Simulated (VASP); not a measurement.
# Cs (P4/mmm) in VASP: single point with PBE

Aim: the single point of Cs with PBE.

Program: VASP 6.6.1. These are calculated values, not measurements. Logs are shortened: lines on timing, memory, paths and dates and some standing lists are left out, and cuts for length are marked.

**1. The cell of the first run**

It takes space group P4/mmm (No. 123, tetragonal). Conventional cell: a = 5.008 Å, b = 5.008 Å, c = 4.925 Å, α = 90.00°, β = 90.00°, γ = 90.00°.

The cell was built from a structure type or drawn by symmetry, and may not be a known phase.

**2. Single point, PBE**

The input, INCAR:

```
  PREC = Accurate
  ENCUT = 520
  EDIFF = 1E-6
  ISMEAR = 0
  SIGMA = 0.1
  LREAL = False
  LASPH = True
  NELM = 60
  ALGO = Normal
  ISIF = 2
  LWAVE = False
  LCHARG = False
  GGA = PE
  NBANDS = 26
```

The input, KPOINTS:

```
regular mesh
0
Gamma
  2 2 4
```

The input, POSCAR:

```
Cs
1.0
   10.0156631400      0.0000000000      0.0000000000
    0.0000000000     10.0156631400      0.0000000000
    0.0000000000      0.0000000000      4.9254199818
Cs
4
Direct
    0.7501073200      0.2498926800      0.5000000000
    0.2498926800      0.7501073200      0.5000000000
    0.7501073200      0.7501073200      0.5000000000
    0.2498926800      0.2498926800      0.5000000000
```

Potentials or basis: VASP PAW PBE potentials, release 64 (Cs_sv).

Launch:

```
> cat potpaw_PBE.64/Cs_sv/POTCAR > POTCAR
> mpirun -np 1 vasp_std > vasp.out
```

OUTCAR:

```text
PREC = Accurate
   ENCUT = 520
   EDIFF = 1E-6
   ISMEAR = 0
   LREAL = False
   LASPH = True
   NELM = 60
   ISIF = 2
   GGA = PE

 ion  position               nearest neighbor table
   1  0.750  0.250  0.500-
   2  0.250  0.750  0.500-
   3  0.750  0.750  0.500-
   4  0.250  0.250  0.500-

  LATTYP: Found a simple tetragonal cell.
 ALAT       =    10.0156631400
 C/A-ratio  =     0.4917717292

  Lattice vectors:

 A1 = (  10.0156631400,   0.0000000000,   0.0000000000)
 A2 = (   0.0000000000,  10.0156631400,   0.0000000000)
 A3 = (   0.0000000000,   0.0000000000,   4.9254199818)

Analysis of symmetry for initial positions (statically):
=====================================================================
 Subroutine PRICEL returns:
 Original cell was already a primitive cell.

 Routine SETGRP: Setting up the symmetry group for a
 simple tetragonal supercell.

 Subroutine GETGRP returns: Found 16 space group operations
 (whereof 16 operations were pure point group operations)
 out of a pool of 16 trial point group operations.

The static configuration has the point symmetry D_4h.

Analysis of symmetry for dynamics (positions and initial velocities):
=====================================================================
 Subroutine PRICEL returns:
 Original cell was already a primitive cell.

 Routine SETGRP: Setting up the symmetry group for a
 simple tetragonal supercell.

 Subroutine GETGRP returns: Found 16 space group operations
 (whereof 16 operations were pure point group operations)
 out of a pool of 16 trial point group operations.

The dynamic configuration has the point symmetry D_4h.

 Subroutine INISYM returns: Found 16 space group operations
 (whereof 16 operations are pure point group operations),
 and found     1 'primitive' translations

----------------------------------------------------------------------------------------

                                     Primitive cell

  volume of cell :     494.0862

  direct lattice vectors                    reciprocal lattice vectors
    10.015663140  0.000000000  0.000000000     0.099843614  0.000000000  0.000000000
     0.000000000 10.015663140  0.000000000     0.000000000  0.099843614  0.000000000
     0.000000000  0.000000000  4.925419982     0.000000000  0.000000000  0.203028372

  length of vectors
    10.015663140 10.015663140  4.925419982     0.099843614  0.099843614  0.203028372

  position of ions in fractional coordinates (direct lattice)
     0.750107320  0.249892680  0.500000000
     0.249892680  0.750107320  0.500000000
     0.750107320  0.750107320  0.500000000
     0.249892680  0.249892680  0.500000000

  ion indices of the primitive-cell ions
   primitive index   ion index
                 1           1
                 2           2
                 3           3
                 4           4

----------------------------------------------------------------------------------------

 KPOINTS: regular mesh

Automatic generation of k-mesh.
 Grid dimensions read from file:
 generate k-points for:    2    2    4

 Generating k-lattice:

  Cartesian coordinates                     Fractional coordinates (reciprocal lattice)
     0.049921807  0.000000000  0.000000000     0.500000000  0.000000000  0.000000000
     0.000000000  0.049921807  0.000000000     0.000000000  0.500000000  0.000000000
     0.000000000  0.000000000  0.050757093     0.000000000  0.000000000  0.250000000

  Length of vectors
     0.049921807  0.049921807  0.050757093

  Shift w.r.t. Gamma in fractional coordinates (k-lattice)
     0.000000000  0.000000000  0.000000000

 Subroutine IBZKPT returns following result:
 ===========================================

 Found      9 irreducible k-points:

 Following reciprocal coordinates:
            Coordinates               Weight
  0.000000  0.000000  0.000000      1.000000
  0.500000  0.000000  0.000000      2.000000
  0.500000  0.500000  0.000000      1.000000
  0.000000  0.000000  0.250000      2.000000
  0.500000  0.000000  0.250000      4.000000
  0.500000  0.500000  0.250000      2.000000
  0.000000  0.000000  0.500000      1.000000
  0.500000  0.000000  0.500000      2.000000
  0.500000  0.500000  0.500000      1.000000
   k-points           NKPTS =      9   k-points in BZ     NKDIM =      9   number of bands    NBANDS=     26
   number of dos      NEDOS =    301   number of ions     NIONS =      4
   total plane-waves  NPLWV = 256000
   dimension x,y,z NGX =    80 NGY =   80 NGZ =   40
   dimension x,y,z NGXF=   160 NGYF=  160 NGZF=   80
   ions per type =               4
   NGX,Y,Z   is equivalent  to a cutoff of  13.28, 13.28, 13.50 a.u.
   NGXF,Y,Z  is equivalent  to a cutoff of  26.56, 26.56, 27.00 a.u.
 SYSTEM =  unknown system
   PREC   = accura    normal or accurate (medium, high low for compatibility)
   ISTART =      0    job   : 0-new  1-cont  2-samecut
   ICHARG =      2    charge: 1-file 2-atom 10-const
   ISPIN  =      1    spin polarized calculation?
   LNONCOLLINEAR =      F non collinear calculations
   LSORBIT =      F    spin-orbit coupling
   LASPH  =      T    aspherical Exc in radial PAW
   ENCUT  =  520.0 eV  38.22 Ry    6.18 a.u.  18.62 18.62  9.16*2*pi/ulx,y,z
   NELM   =     60;   NELMIN=  2; NELMDL= -5     # of ELM steps
   EDIFF  = 0.1E-05   stopping-criterion for ELM
   LREAL  =      F    real-space projection
   EDIFFG = 0.1E-04   stopping-criterion for IOM
   NSW    =      0    number of steps for IOM
   IBRION =     -1    ionic relax: 0-MD 1-quasi-New 2-CG
   NFREE  =      0    steps in history (QN), initial steepest desc. (CG)
   ISIF   =      2    stress and relaxation
   ISYM   =      2    0-nonsym 1-usesym 2-fastsym
   POTIM  = 0.5000    time-step for ionic-motion
   TEBEG  =    0.0;   TEEND  =   0.0 temperature during run
   PSTRESS=    0.0 pullay stress
   NELECT =      36.0000    total number of electrons
   NUPDOWN=      -1.0000    fix difference up-down
   EMIN   =  10.00;   EMAX   =-10.00  energy-range for DOS
   EFERMI =   0.00;   METHOD = LEGACY
   ISMEAR =     0;   SIGMA  =   0.10  broadening in eV -4-tet -1-fermi 0-gaus
   EFERMI_NEDOS =   21; number of points for ismear=-14 and -15
   IALGO  =     38    algorithm
   IMIX   =      4    mixing-type and parameters
     AMIX     =   0.40;   BMIX     =  1.00
     AMIX_MAG =   1.60;   BMIX_MAG =  1.00
  volume/ion in A,a.u.               =     123.52       833.56
  Fermi-wavevector in a.u.,A,eV,Ry     =   0.683767  1.292132  6.361230  0.467537
  Thomas-Fermi vector in A             =   1.763226
   LORBIT       =      0    0 simple, 1 ext, 2 COOP (PROOUT), +10 PAW based schemes
   GGA     = PE    functional components
   LHFCALC =     F    Hartree Fock is set to
   AEXX    =    0.0000 exact exchange contribution
   IVDW    =     0    specifies the selected vdW correction
   LEPSILON=     F    determine dielectric tensor
   LRPA    =     F    only Hartree local field effects (RPA)
 non-spin polarized calculation
 Gauss-broadening in eV      SIGMA  =   0.10
  energy-cutoff  :      520.00
  volume of cell :      494.09
 maximum number of plane-waves:     13334
 NGX is ok and might be reduce to    80
   NGX = 37   NGY = 37   NGZ = 19

 number of electron      35.9999997 magnetization

 Free energy of the ion-electron system (eV)
  ---------------------------------------------------
  ext. energy  EPLUGINS =         0.00000000
  ---------------------------------------------------
  free energy    TOTEN  =        -3.07095952 eV

  energy without entropy =       -3.03998265  energy(sigma->0) =       -3.05547108

 E-fermi :   0.5668     XC(G=0):  -5.2177

 val. band max:        0.1507583866   @ k =   0.0000   0.0000   0.5000
 cond. band min:       0.6317834736   @ k =   0.5000   0.0000   0.0000
 fundamental gap:      0.4810250870
 Fermi energy:         0.5667843471

 k-point     1 :       0.0000    0.0000    0.0000
  band No.  band energies     occupation
      1     -23.7316      2.00000
      2     -23.7250      2.00000
      3     -23.7250      2.00000
      4     -23.7185      2.00000
      5     -10.6271      2.00000
      6     -10.6271      2.00000
[... 18 lines left out ...]
     25       1.6629      0.00000
     26       2.0661      0.00000

 k-point     2 :       0.5000    0.0000    0.0000
  band No.  band energies     occupation
      1     -23.7283      2.00000
      2     -23.7283      2.00000
      3     -23.7218      2.00000
      4     -23.7217      2.00000
      5     -10.6166      2.00000
      6     -10.6165      2.00000
[... 18 lines left out ...]
     25       1.8397      0.00000
     26       1.8406      0.00000

 k-point     3 :       0.5000    0.5000    0.0000
  band No.  band energies     occupation
      1     -23.7251      2.00000
      2     -23.7250      2.00000
      3     -23.7250      2.00000
      4     -23.7250      2.00000
      5     -10.5405      2.00000
      6     -10.5402      2.00000
[... 18 lines left out ...]
     25       1.9646      0.00000
     26       1.9647      0.00000

 k-point     4 :       0.0000    0.0000    0.2500
  band No.  band energies     occupation
      1     -23.7275      2.00000
      2     -23.7210      2.00000
      3     -23.7210      2.00000
      4     -23.7145      2.00000
      5     -10.6148      2.00000
      6     -10.6148      2.00000
[... 18 lines left out ...]
     25       1.7413      0.00000
     26       1.8458      0.00000

 k-point     5 :       0.5000    0.0000    0.2500
  band No.  band energies     occupation
      1     -23.7242      2.00000
      2     -23.7242      2.00000
      3     -23.7178      2.00000
      4     -23.7177      2.00000
      5     -10.6048      2.00000
      6     -10.6047      2.00000
[... 18 lines left out ...]
     25       2.0091      0.00000
     26       2.0159      0.00000

 k-point     6 :       0.5000    0.5000    0.2500
  band No.  band energies     occupation
      1     -23.7210      2.00000
      2     -23.7210      2.00000
      3     -23.7210      2.00000
      4     -23.7209      2.00000
      5     -10.5335      2.00000
      6     -10.5333      2.00000
[... 18 lines left out ...]
     25       2.0591      0.00000
     26       2.0599      0.00000

 k-point     7 :       0.0000    0.0000    0.5000
  band No.  band energies     occupation
      1     -23.7234      2.00000
      2     -23.7169      2.00000
      3     -23.7169      2.00000
      4     -23.7106      2.00000
      5     -10.6409      2.00000
      6     -10.6195      2.00000
[... 18 lines left out ...]
     25       1.5062      0.00000
     26       2.1001      0.00000

 k-point     8 :       0.5000    0.0000    0.5000
  band No.  band energies     occupation
      1     -23.7202      2.00000
      2     -23.7201      2.00000
      3     -23.7138      2.00000
      4     -23.7137      2.00000
      5     -10.6303      2.00000
      6     -10.6302      2.00000
[... 18 lines left out ...]
     25       1.7935      0.00000
     26       1.7950      0.00000

 k-point     9 :       0.5000    0.5000    0.5000
  band No.  band energies     occupation
      1     -23.7170      2.00000
      2     -23.7170      2.00000
      3     -23.7170      2.00000
      4     -23.7169      2.00000
      5     -10.6201      2.00000
      6     -10.6200      2.00000
[... 18 lines left out ...]
     25       1.9879      0.00000
     26       1.9896      0.00000

------------------------ aborting loop because EDIFF is reached ----------------------------------------

  FORCE on cell =-STRESS in cart. coord.  units (eV):
  Direction    XX          YY          ZZ          XY          YZ          ZX
  --------------------------------------------------------------------------------------
  -------------------------------------------------------------------------------------
  Total        0.0511593      0.0511593      0.2072016      0.0000000      0.0000000      0.0000000
  in kB        0.1658946      0.1658946      0.6718945      0.0000000      0.0000000      0.0000000
  external PRESSURE =       0.3345612 kB  Pullay stress =       0.0000000 kB

 VOLUME and BASIS-vectors are now :
 -----------------------------------------------------------------------------
  energy-cutoff  :      520.00
  volume of cell :      494.09
      direct lattice vectors                 reciprocal lattice vectors
    10.015663140  0.000000000  0.000000000     0.099843614  0.000000000  0.000000000
     0.000000000 10.015663140  0.000000000     0.000000000  0.099843614  0.000000000
     0.000000000  0.000000000  4.925419982     0.000000000  0.000000000  0.203028372

 POSITION                                       TOTAL-FORCE (eV/Angst)
 -----------------------------------------------------------------------------------
      7.51282      2.50284      2.46271        -0.000630      0.000630      0.000000
      2.50284      7.51282      2.46271         0.000630     -0.000630     -0.000000
      7.51282      7.51282      2.46271        -0.000630     -0.000630      0.000000
      2.50284      2.50284      2.46271         0.000630      0.000630     -0.000000
 -----------------------------------------------------------------------------------
    total drift:                                0.000000     -0.000000     -0.000000

  FREE ENERGIE OF THE ION-ELECTRON SYSTEM (eV)
  ---------------------------------------------------
  free  energy   TOTEN  =        -3.0709595200 eV

  energy  without entropy=       -3.0399826464  energy(sigma->0) =       -3.05547108
```

Wall time 75 s (1 thread of Intel Xeon 6975P-C (Granite Rapids), shared host); peak memory 0.55 GiB.

Results:

```
Free energy            : -3.0710 eV
Pressure               : 0.0 GPa
Band gap on the k mesh : zero (bands 18 and 19 overlap by 1.22 eV)
```

Levels at points of the mesh, in eV from the Fermi level:
```
           k point  band 15  band 16  band 17  band 18  band 19  band 20  band 21  band 22
(0.00, 0.00, 0.00)   -11.00   -10.99    -1.86    -0.48    -0.48     0.08     0.15     0.15
(0.50, 0.00, 0.00)   -11.00   -11.00    -1.39    -1.39     0.07     0.07     0.13     0.13
(0.50, 0.50, 0.00)   -11.00   -11.00    -0.94    -0.94    -0.94    -0.94     1.09     1.09
(0.00, 0.00, 0.50)   -11.00   -11.00    -0.42     0.08     0.08     0.20     0.80     0.80
(0.50, 0.00, 0.50)   -11.01   -11.01     0.13     0.13     0.16     0.16     0.36     0.36
(0.50, 0.50, 0.50)   -11.08   -11.08     0.28     0.28     0.28     0.28     0.64     0.64
```

Caveat: spin-orbit coupling is left out, which moves the levels of the heavy elements.
